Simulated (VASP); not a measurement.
The system is ZnO.

```
Zn O
1.0
     0.00000    2.13377    2.21677
     2.13377    0.00000    2.21677
     2.13377    2.13377    0.00000
Zn O
1 1
Direct
  0.00000 0.00000 0.00000
  0.50000 0.50000 0.50000
```

This cell differs from its parent crystal: uniaxial z strain +3.9%.

Base run:

* Program: VASP 6.6.1
* Functional: PBE
* Potentials or basis: VASP PAW PBE potentials, release 64 (Zn, O)
* Cutoff: 520 eV
* k mesh: 10 × 10 × 10
* Occupations: fermi-dirac, width 0.02 eV
* Spin: no spin polarisation

Its results: band gap on the k mesh 0.65 eV (least direct gap 1.90 eV); pressure 2.3 GPa.

Question: The run is repeated on the same cell with these changes: functional from PBE to r2SCAN; occupations from fermi-dirac, width 0.02 eV to gaussian, width 0.01 eV. What comes out?

Answer: Band gap on the k mesh 1.26 eV (least direct gap 2.55 eV); pressure -5.1 GPa.

Caveats: the cell stands under tension (at least some runs); the PAW data sets were made with another functional, which shifts forces and pressure a little (at least some runs).

A k mesh can miss the band edges.
